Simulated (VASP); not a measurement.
Input of a VASP 6.6.1 run:

Contents of INCAR:

```
ALGO = Normal ; EDIFF = 1E-7
ENCUT = 520 ; GGA = PE
ISIF = 2 ; ISMEAR = -1
ISPIN = 2 ; LASPH = T
LCHARG = F ; LMAXMIX = 4
LORBIT = 11 ; LREAL = F
LWAVE = F ; MAGMOM = 3.5 0
NBANDS = 18 ; NELM = 150
PREC = Accurate ; SIGMA = 0.05
```

KPOINTS

```
k-points
0
Gamma
  11 11 11
```

Contents of POSCAR:

```
CoO
1.0
    1.5054695445      0.8691832468      2.4399269062
   -1.5054695445      0.8691832468      2.4399269062
    0.0000000000     -1.7383664936      2.4399269062
Co O
1 1
Direct
    0.0000000000      0.0000000000      0.0000000000
    0.5000000000      0.5000000000      0.5000000000
```

Potentials or basis: VASP PAW PBE potentials, release 64 (Co, O).

The run is started by

```console
$ cat potpaw_PBE.64/Co/POTCAR potpaw_PBE.64/O/POTCAR > POTCAR
$ mpirun -np 1 vasp_std > vasp.out
```

**Question.** Predict the site moments.

**Answer.** Co +2.54; O +0.29 μB.

**Question.** Predict the pressure.

**Answer.** -0.6 GPa.

**Question.** Predict the net moment.

**Answer.** 2.87 μB per cell.

Stress tensor (GPa, compression positive):
```
-0.49  0.00  0.00
 0.00 -0.49  0.00
 0.00  0.00 -0.89
```

Caveat: a cell with one magnetic atom can't hold antiferromagnetic order, which such compounds often take.
